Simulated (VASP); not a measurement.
Set up this calculation in VASP 6.6.1, as the native input.

```yaml
Task: single point
Functional: PBE
Potentials_or_basis: VASP PAW PBE potentials, release 64 (Na_pv, Cl)
Cutoff: 520 eV
k_mesh: 8 × 8 × 8
Occupations: gaussian, width 0.05 eV
Spin: no spin polarisation
Dipole_correction: no
Further_INCAR_settings: ALGO = Normal; EDIFF = 1e-07; NBANDS = 14
```

The structure of NaCl lies in POSCAR:

```
NaCl
1.0
    0.0000000000      2.7431992127      3.0175191340
    2.7431992127      0.0000000000      3.0175191340
    2.7431992127      2.7431992127      0.0000000000
Na Cl
1 1
Direct
    0.0000000000      0.0000000000      0.0000000000
    0.5000000000      0.5000000000      0.5000000000
```

This cell differs from its parent crystal: ratio of the length along z to the lengths across it x 1.1, volume and fractional coordinates fixed.

These files were run (other wordings do the same):

INCAR

```
PREC = Accurate
ENCUT = 520
EDIFF = 1E-7
ISMEAR = 0
SIGMA = 0.05
LREAL = F
LASPH = T
NELM = 100
ALGO = Normal
ISIF = 2
LWAVE = F
LCHARG = F
GGA = PE
NBANDS = 14
```

KPOINTS

```
Automatic mesh
0
Gamma
  8 8 8
```

Potentials or basis: VASP PAW PBE potentials, release 64 (Na_pv, Cl).

The run is started by

```sh
$ cat potpaw_PBE.64/Na_pv/POTCAR potpaw_PBE.64/Cl/POTCAR > POTCAR
$ mpirun -np 1 vasp_std > vasp.out
```

It gave:

```json
{
  "Pressure": "0.9 GPa",
  "Band gap on the k mesh": "5.04 eV"
}
```

Run time: 74 s on 1 thread of Intel Xeon 8259CL, with other jobs on the host, peak memory 0.18 GiB.
